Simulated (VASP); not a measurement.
# NiN2 (I4/mmm) in VASP: single point with PBE

Aim: the single point of NiN2 with PBE.

Everything below comes from runs of VASP 6.6.1. Logs are shortened: lines on timing, memory, paths and dates and some standing lists are left out, and cuts for length are marked.

## 1. The cell of the first run

It takes space group I4/mmm (No. 139, tetragonal). Conventional cell: a = 3.393 Å, b = 3.393 Å, c = 4.393 Å, α = 90.00°, β = 90.00°, γ = 90.00°. Within 2.7 Å of Ni (site symmetry 4/mmm) lie 8 N at 2.02 Å. Within 2.7 Å of N (site symmetry -4m2) lie 4 Ni at 2.02 Å and 6 N at 2.20 to 2.40 Å.

## 2. Single point, PBE

Contents of INCAR:

```
SYSTEM = NiN2
PREC = Accurate ; ENCUT = 700
EDIFF = 1E-6 ; ISMEAR = 0
SIGMA = 0.1 ; LREAL = .FALSE.
LASPH = .TRUE. ; NELM = 120
ALGO = Normal ; ISIF = 2
LWAVE = .FALSE. ; LCHARG = .TRUE.
GGA = PE ; LELF = .TRUE.
LVHAR = .TRUE. ; NBANDS = 37
GGA_COMPAT = .FALSE.
```

Contents of KPOINTS:

```
regular mesh
0
G
  6 6 4
  0 0 0
```

Contents of POSCAR:

```
NiN2
1.0
    3.3929869501      0.0000000000      0.0000000000
    0.0000000000      3.3929869501      0.0000000000
    0.0000000000      0.0000000000      4.3934224639
Ni N
2 4
Direct
    0.0000000000      0.0000000000      0.0000000000
    0.5000000000      0.5000000000      0.5000000000
    0.0000000000      0.5000000000      0.2500148503
    0.0000000000      0.5000000000      0.7500148503
    0.5000000000      0.0000000000      0.2499851497
    0.5000000000      0.0000000000      0.7499851497
```

Potentials or basis: VASP PAW PBE potentials, release 64 (Ni_sv_GW, N).

Launch:

```sh
$ cat potpaw_PBE.64/Ni_sv_GW/POTCAR potpaw_PBE.64/N/POTCAR > POTCAR
$ mpirun -np 1 vasp_std > vasp.out
```

OUTCAR:

```text
SYSTEM = NiN2
   PREC = Accurate
   ENCUT = 700
   EDIFF = 1E-6
   ISMEAR = 0
   LREAL = .FALSE.
   LASPH = .TRUE.
   NELM = 120
   ISIF = 2
   GGA = PE

 ion  position               nearest neighbor table
   1  0.000  0.000  0.000-   4 2.02   5 2.02   4 2.02   5 2.02   3 2.02   3 2.02   6 2.02   6 2.02

   2  0.500  0.500  0.500-   3 2.02   6 2.02   6 2.02   3 2.02   5 2.02   5 2.02   4 2.02   4 2.02

   3  0.000  0.500  0.250-   2 2.02   2 2.02   1 2.02   1 2.02
   4  0.000  0.500  0.750-   1 2.02   1 2.02   2 2.02   2 2.02
   5  0.500  0.000  0.250-   1 2.02   1 2.02   2 2.02   2 2.02
   6  0.500  0.000  0.750-   2 2.02   2 2.02   1 2.02   1 2.02

  LATTYP: Found a simple tetragonal cell.
 ALAT       =     3.3929869501
 C/A-ratio  =     1.2948539233

  Lattice vectors:

 A1 = (   3.3929869501,   0.0000000000,   0.0000000000)
 A2 = (   0.0000000000,   3.3929869501,   0.0000000000)
 A3 = (   0.0000000000,   0.0000000000,   4.3934224639)

Analysis of symmetry for initial positions (statically):
=====================================================================
 Subroutine PRICEL returns:
 Original cell was already a primitive cell.

 Routine SETGRP: Setting up the symmetry group for a
 simple tetragonal supercell.

 Subroutine GETGRP returns: Found 16 space group operations
 (whereof  8 operations were pure point group operations)
 out of a pool of 16 trial point group operations.

The static configuration has the point symmetry D_2d.
 The point group associated with its full space group is D_4h.

Analysis of symmetry for dynamics (positions and initial velocities):
=====================================================================
 Subroutine PRICEL returns:
 Original cell was already a primitive cell.

 Routine SETGRP: Setting up the symmetry group for a
 simple tetragonal supercell.

 Subroutine GETGRP returns: Found 16 space group operations
 (whereof  8 operations were pure point group operations)
 out of a pool of 16 trial point group operations.

The dynamic configuration has the point symmetry D_2d.
 The point group associated with its full space group is D_4h.

 Subroutine INISYM returns: Found 16 space group operations
 (whereof  8 operations are pure point group operations),
 and found     1 'primitive' translations

[... 103 lines left out ...]
   LREAL  =      F    real-space projection
   EDIFFG = 0.1E-04   stopping-criterion for IOM
   NSW    =      0    number of steps for IOM
   IBRION =     -1    ionic relax: 0-MD 1-quasi-New 2-CG
   NFREE  =      0    steps in history (QN), initial steepest desc. (CG)
   ISIF   =      2    stress and relaxation
   ISYM   =      2    0-nonsym 1-usesym 2-fastsym
   POTIM  = 0.5000    time-step for ionic-motion
   TEBEG  =    0.0;   TEEND  =   0.0 temperature during run
   PSTRESS=    0.0 pullay stress
   NELECT =      56.0000    total number of electrons
   NUPDOWN=      -1.0000    fix difference up-down
   EMIN   =  10.00;   EMAX   =-10.00  energy-range for DOS
   EFERMI =   0.00;   METHOD = LEGACY
   ISMEAR =     0;   SIGMA  =   0.10  broadening in eV -4-tet -1-fermi 0-gaus
   EFERMI_NEDOS =   21; number of points for ismear=-14 and -15
   IALGO  =     38    algorithm
   IMIX   =      4    mixing-type and parameters
     AMIX     =   0.40;   BMIX     =  1.00
     AMIX_MAG =   1.60;   BMIX_MAG =  1.00
  volume/ion in A,a.u.               =       8.43        56.89
  Fermi-wavevector in a.u.,A,eV,Ry     =   1.693616  3.200471 39.026089  2.868337
  Thomas-Fermi vector in A             =   2.774990
   LORBIT       =      0    0 simple, 1 ext, 2 COOP (PROOUT), +10 PAW based schemes
   GGA     = PE    functional components
   LHFCALC =     F    Hartree Fock is set to
   AEXX    =    0.0000 exact exchange contribution
   IVDW    =     0    specifies the selected vdW correction
   LEPSILON=     F    determine dielectric tensor
   LRPA    =     F    only Hartree local field effects (RPA)
 non-spin polarized calculation
 Gauss-broadening in eV      SIGMA  =   0.10
  energy-cutoff  :      700.00
  volume of cell :       50.58
 maximum number of plane-waves:      2162
 NGX is ok and might be reduce to    30
   NGX = 15   NGY = 15   NGZ = 19

 number of electron      56.0000003 magnetization

 Free energy of the ion-electron system (eV)
  ---------------------------------------------------
  ext. energy  EPLUGINS =         0.00000000
  ---------------------------------------------------
  free energy    TOTEN  =       -37.88395317 eV

  energy without entropy =      -37.86512726  energy(sigma->0) =      -37.87454021

 E-fermi :   6.7917     XC(G=0): -12.9248

 val. band max:        6.7853518354   @ k =   0.5000   0.1667   0.5000
 cond. band min:       6.8029283784   @ k =   0.3333   0.1667   0.0000
 fundamental gap:      0.0175765430
 Fermi energy:         6.7917016143

 k-point     1 :       0.0000    0.0000    0.0000
  band No.  band energies     occupation
      1     -97.7867      2.00000
      2     -97.7861      2.00000
      3     -58.1824      2.00000
      4     -58.1824      2.00000
      5     -58.1777      2.00000
      6     -58.1777      2.00000
[... 949 lines left out ...]
     36      18.6646      0.00000
     37      19.6993      0.00000

 [... further k-points ...]

------------------------ aborting loop because EDIFF is reached ----------------------------------------

  FORCE on cell =-STRESS in cart. coord.  units (eV):
  Direction    XX          YY          ZZ          XY          YZ          ZX
  --------------------------------------------------------------------------------------
  -------------------------------------------------------------------------------------
  Total       -0.3574030     -0.3574030     -0.4803267      0.0000000      0.0000000      0.0000000
  in kB      -11.3214343    -11.3214343    -15.2152822      0.0000000      0.0000000      0.0000000
  external PRESSURE =     -12.6193836 kB  Pullay stress =       0.0000000 kB

 VOLUME and BASIS-vectors are now :
 -----------------------------------------------------------------------------
  energy-cutoff  :      700.00
  volume of cell :       50.58
      direct lattice vectors                 reciprocal lattice vectors
     3.392986950  0.000000000  0.000000000     0.294725566  0.000000000  0.000000000
     0.000000000  3.392986950  0.000000000     0.000000000  0.294725566  0.000000000
     0.000000000  0.000000000  4.393422464     0.000000000  0.000000000  0.227612985

 POSITION                                       TOTAL-FORCE (eV/Angst)
 -----------------------------------------------------------------------------------
      0.00000      0.00000      0.00000        -0.000000     -0.000000     -0.000000
      1.69649      1.69649      2.19671        -0.000000      0.000000     -0.000000
      0.00000      1.69649      1.09842         0.000000     -0.000000     -0.000349
      0.00000      1.69649      3.29513        -0.000000     -0.000000     -0.000349
      1.69649      0.00000      1.09829        -0.000000      0.000000      0.000349
      1.69649      0.00000      3.29500        -0.000000     -0.000000      0.000349
 -----------------------------------------------------------------------------------
    total drift:                                0.000000      0.000000      0.000000

  FREE ENERGIE OF THE ION-ELECTRON SYSTEM (eV)
  ---------------------------------------------------
  free  energy   TOTEN  =       -37.8839531665 eV

  energy  without entropy=      -37.8651272617  energy(sigma->0) =      -37.87454021
```

Run time: 95 s. Hardware: 1 thread of Intel Xeon Platinum 8488C (Sapphire Rapids), shared host; peak memory 0.23 GiB.

What came out:

* Free energy: -37.8840 eV
* Pressure: -1.3 GPa
* Band gap on the k mesh: zero (bands 28 and 29 overlap by 1.41 eV)

Caveat: the run has no spin polarisation, though such a crystal can be magnetic. Spin polarisation is off, so any magnetic state and its effect on volume and gap are missing.
